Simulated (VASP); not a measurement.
## LiTlS2: single point with r2SCAN

LiTlS2:

```
Li S Tl
1.0
     4.14653    0.00000    0.00000
     0.00000    4.14653    0.00000
     0.00000    0.00000    5.83094
Li S Tl
1 2 1
Direct
  0.00000 0.00000 0.00000
  0.00000 0.50000 0.23090
  0.50000 0.00000 0.76910
  0.50000 0.50000 0.50000
```

This cell differs from its parent crystal: volume changed by +6%.

```json
{
 "Program": "VASP 6.6.1",
 "Task": "single point",
 "Functional": "r2SCAN",
 "Potentials or basis": "VASP PAW PBE potentials, release 64 (Li_sv, S, Tl_d)",
 "Cutoff": "520 eV",
 "k mesh": "6 × 6 × 4",
 "Occupations": "gaussian, width 0.01 eV",
 "Spin": "no spin polarisation"
}
```

```yaml
Largest_force: 0.259 eV/Å
Band_gap_on_the_k_mesh: 1.06 eV, direct
```

Forces in eV/Å, atoms in the order of the input:
```
Li   0.000  0.000  0.000
S    0.000  0.000  0.259
S    0.000  0.000 -0.259
Tl   0.000  0.000  0.000
```

Levels at points of the mesh, in eV from the valence-band top:
| k point | band 12 | band 13 | band 14 | band 15 | band 16 | band 17 |
| --- | --- | --- | --- | --- | --- | --- |
| (0.00, 0.00, 0.00) | -0.18 | 0.00 | 0.00 | 1.06 | 4.11 | 6.33 |
| (0.50, 0.00, 0.00) | -1.46 | -0.88 | -0.41 | 2.69 | 6.19 | 6.29 |
| (0.50, 0.50, 0.00) | -1.58 | -1.58 | -1.01 | 2.31 | 4.13 | 4.13 |
| (0.00, 0.00, 0.50) | -1.12 | -0.59 | -0.59 | 2.46 | 4.30 | 6.04 |
| (0.50, 0.00, 0.50) | -0.76 | -0.50 | -0.40 | 1.48 | 5.90 | 6.72 |
| (0.50, 0.50, 0.50) | -1.87 | -1.49 | -1.35 | 3.51 | 5.87 | 5.87 |

It took 2.8 min on 1 thread of AMD EPYC 9R45 96-Core Processor (Zen 5), with other jobs on the host, peak memory 0.23 GiB.

Caveat: the PAW data sets were made with another functional, which shifts forces and pressure a little; spin-orbit coupling is left out, which moves the levels of the heavy elements. A k mesh can miss the band edges.
